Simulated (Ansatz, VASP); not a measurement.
**AlGa3N4 in VASP and in Ansatz**

```
Al Ga N
1.0
     4.57698    0.00000    0.00000
     0.00000    4.57698    0.00000
     0.00000    0.00000    4.57698
Al Ga N
1 3 4
Direct
  0.00000 0.00000 0.00000
  0.50000 0.50000 0.00000
  0.50000 0.00000 0.50000
  0.00000 0.50000 0.50000
  0.75535 0.75535 0.24465
  0.75535 0.24465 0.75535
  0.24465 0.75535 0.75535
  0.24465 0.24465 0.24465
```

Change from the starting cell: strain +0.025 along x and y, +0.025 along z, atoms carried along.

Alike in both runs: task single point; functional r2SCAN; k mesh 6 × 6 × 6; occupations gaussian, width 0.05 eV; no spin polarisation.

|  | VASP | Ansatz |
| --- | --- | --- |
| version | VASP 6.6.1 | Ansatz 0.2.0 |
| potentials or method | VASP PAW PBE potentials, release 64 (Al, Ga_d, N), cutoff 520 eV | scalar-relativistic, plane waves, PAW |
| valence electrons in the cell | 62 | 62 |

Ansatz gave:

| Quantity | Value |
| --- | --- |
| gap on the k mesh at the Fermi level (eV) | 2.28 |
| least direct gap on the mesh (eV) | 2.28 |
| pressure (GPa) | -12.7 |
| rms of the force components (eV/Å) | 0.001 |

Q: Which values does VASP return?

A: gap on the k mesh at the Fermi level (eV): 2.28; least direct gap on the mesh (eV): 2.28; pressure (GPa): -12.1; rms of the force components (eV/Å): 0.028.

VASP's potentials were made for PBE, not for r2SCAN. Atom by atom the forces differ by 0.029 eV/Å (rms over components). The functional is the same, so the differences come from potentials, cutoffs and numerics.
